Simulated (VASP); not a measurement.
Hf3ZrS8:

```
CELL_PARAMETERS angstrom
7.16230 0.00000 0.00000
-3.58115 6.20273 0.00000
0.00000 0.00000 5.95821
ATOMIC_POSITIONS crystal
Zr 0.00000 0.00000 0.00000
Hf 0.00000 0.50000 0.00000
Hf 0.50000 0.00000 0.00000
Hf 0.50000 0.50000 0.00000
S 0.33333 0.16667 0.76395
S 0.33333 0.66667 0.76395
S 0.83333 0.16667 0.76395
S 0.83333 0.66667 0.76395
S 0.16667 0.33333 0.23605
S 0.16667 0.83333 0.23605
S 0.66667 0.33333 0.23605
S 0.66667 0.83333 0.23605
```

```yaml
Program: VASP 6.6.1
Task: relaxation of cell and atoms
Functional: PBE
Potentials_or_basis: VASP PAW PBE potentials, release 64 (Zr_sv, Hf_pv, S)
Cutoff: 600 eV
k_mesh: 3 × 3 × 4
Occupations: gaussian, width 0.1 eV
Spin: no spin polarisation
```

At the start: pressure 7.3 GPa; volume 22.06 Å³/atom.

Question: How do energy, volume and symmetry change on relaxing?

Answer: Over 18 steps the energy falls by 39.3 meV/atom and the volume is 25.59 Å³/atom (+16.0 %); space group P-3m1 (No. 164, to 0.05 Å).

Step by step:
| step | energy change (eV) | largest force (eV/Å) | pressure (GPa) | volume (Å³) |
| --- | --- | --- | --- | --- |
| 1 | 0.0000 | 0.9030 | 7.29 | 264.70 |
| 2 | 0.3382 | 1.2355 | -7.43 | 305.04 |
| 3 | -0.4010 | 0.1834 | -0.04 | 280.82 |
| 4 | -0.4012 | 0.1735 | 0.09 | 280.48 |
| 5 | -0.4011 | 0.1657 | 0.22 | 280.15 |
| 6 | -0.4098 | 0.1046 | 0.22 | 280.91 |
| 7 | -0.4178 | 0.1105 | 0.23 | 282.60 |
| 8 | -0.4252 | 0.1306 | -0.12 | 284.94 |
| 9 | -0.4308 | 0.1962 | -0.87 | 290.21 |
| 10 | -0.4324 | 0.1912 | -0.85 | 290.48 |
| 11 | -0.4369 | 0.1795 | -0.80 | 291.30 |
| 12 | -0.4450 | 0.1759 | -0.69 | 292.93 |
| 13 | -0.4570 | 0.1675 | -0.46 | 296.18 |
| 14 | -0.4665 | 0.1444 | 0.07 | 302.65 |
| 15 | -0.4680 | 0.1230 | 0.05 | 303.30 |
| 16 | -0.4712 | 0.0582 | 0.01 | 305.26 |
| 17 | -0.4709 | 0.0755 | -0.05 | 309.20 |
| 18 | -0.4721 | 0.0204 | -0.01 | 307.08 |

Final structure:
```cif
data_structure
_symmetry_space_group_name_H-M 'P 1'
_symmetry_Int_Tables_number 1
_cell_length_a 7.3170
_cell_length_b 7.3170
_cell_length_c 6.6231
_cell_angle_alpha 90.000
_cell_angle_beta 90.000
_cell_angle_gamma 120.000
_cell_volume 307.08
loop_
_atom_site_label
_atom_site_type_symbol
_atom_site_fract_x
_atom_site_fract_y
_atom_site_fract_z
_atom_site_occupancy
Zr1 Zr 0.00000 0.00000 0.00000 1
Hf1 Hf 0.00000 0.50000 0.00000 1
Hf2 Hf 0.50000 0.00000 0.00000 1
Hf3 Hf 0.50000 0.50000 0.00000 1
S1 S 0.33627 0.16814 0.78196 1
S2 S 0.33333 0.66667 0.78278 1
S3 S 0.83186 0.16814 0.78196 1
S4 S 0.83186 0.66373 0.78196 1
S5 S 0.16814 0.33627 0.21804 1
S6 S 0.16814 0.83186 0.21804 1
S7 S 0.66667 0.33333 0.21722 1
S8 S 0.66373 0.83186 0.21804 1
```

Caveat: the volume moved by over 15 % at a fixed basis, so the end points are rough; this functional lacks dispersion, which binds the layers, so the pressure and a relaxed spacing across them are unreliable.
